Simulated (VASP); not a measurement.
Set up this calculation in VASP 6.6.1, as the native input.

- Task: relaxation of cell and atoms
- Functional: RPBE
- Potentials or basis: VASP PAW PBE potentials, release 64 (W_sv)
- Cutoff: 600 eV
- k mesh: 12 × 12 × 12
- Occupations: fermi-dirac, width 0.1 eV
- Spin: no spin polarisation
- Dipole correction: no
- Further INCAR settings: ALGO = Normal; EDIFF = 1e-06; IBRION = 2; EDIFFG = -0.01; NSW = 80; ISIF = 3

The structure of W lies in POSCAR:

```
W
1.0
    2.5770789429      0.0000000000      0.0000000000
    0.0000000000      2.5770789429      0.0000000000
    0.0000000000      0.0000000000      2.5770789429
W
1
Direct
    0.0000000000      0.0000000000      0.0000000000
```

One way to write it, as run:

INCAR

```
PREC = Accurate
ENCUT = 600
EDIFF = 1E-6
ISMEAR = -1
SIGMA = 0.1
LREAL = False
LASPH = True
NELM = 60
ALGO = Normal
ISIF = 3
LWAVE = False
LCHARG = False
GGA = RP
IBRION = 2
NSW = 80
EDIFFG = -0.01
```

KPOINTS

```
Automatic mesh
0
Gamma
  12 12 12
```

Potentials or basis: VASP PAW PBE potentials, release 64 (W_sv).

Command:

```bash
$ cat potpaw_PBE.64/W_sv/POTCAR > POTCAR
$ mpirun -np 1 vasp_std > vasp.out
```

It gave:

* Relaxed volume: 18.65 Å³/atom
* Relaxed cell: a = 2.652 Å, b = 2.652 Å, c = 2.652 Å, α = 90.00°, β = 90.00°, γ = 90.00°
* Space group after relaxing (to 0.05 Å): Pm-3m (No. 221)
* Energy gained by relaxing: 97.3 meV/atom
* Ionic steps: 18
* Pressure after relaxing: 0.0 GPa
* Band gap on the k mesh: zero (band 7 reaches 10.97 eV, above the bottom of band 8 at 8.55 eV)

Caveat: the PAW data sets were made with another functional, which shifts forces and pressure a little; spin-orbit coupling is left out, which moves the levels of the heavy elements.

Run time: 53 s on 1 thread of Intel Xeon 6975P-C, with other jobs on the host, peak memory 0.16 GiB.
